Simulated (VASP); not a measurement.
MnO (Manganosite), 2 atoms in the cell. Symmetry: Fm-3m, No. 225, cubic system. Conventional cell: a = 4.360 Å, b = 4.360 Å, c = 4.360 Å, α = 90.00°, β = 90.00°, γ = 90.00°. Mn (site symmetry m-3m) has 6 O at 2.18 Å within 2.9 Å. Within 2.9 Å of O (site symmetry m-3m) lie 6 Mn at 2.18 Å.  This cell differs from its parent crystal: volume scaled by 0.94.

* Program: VASP 6.6.1
* Task: single point
* Functional: r2SCAN
* Potentials or basis: VASP PAW PBE potentials, release 64 (Mn_pv, O)
* Cutoff: 520 eV
* k mesh: 16 × 16 × 16
* Occupations: gaussian, width 0.1 eV
* Spin: collinear spin, ferromagnetic start
* Starting moments: [4.69, 0.28] μB
* Dipole correction: no
* Further INCAR settings: ALGO = Normal; EDIFF = 1e-07; NBANDS = 20

Potentials or basis: VASP PAW PBE potentials, release 64 (Mn_pv, O).

The run is started by

```console
$ cat potpaw_PBE.64/Mn_pv/POTCAR potpaw_PBE.64/O/POTCAR > POTCAR
$ cp INCAR.step1 INCAR
$ mpirun -np 1 vasp_std > vasp.out
$ cp INCAR.step2 INCAR
$ mpirun -np 1 vasp_std > vasp.out
```

Hardware: 1 thread of AMD EPYC 9R45 96-Core Processor (Zen 5) (shared host).

Question: How long does it take, and how much memory?

Answer: Wall time 5.4 min on 1 thread of AMD EPYC 9R45 96-Core Processor (Zen 5), on a shared host, peak memory 0.19 GiB. Counts: k points 145.
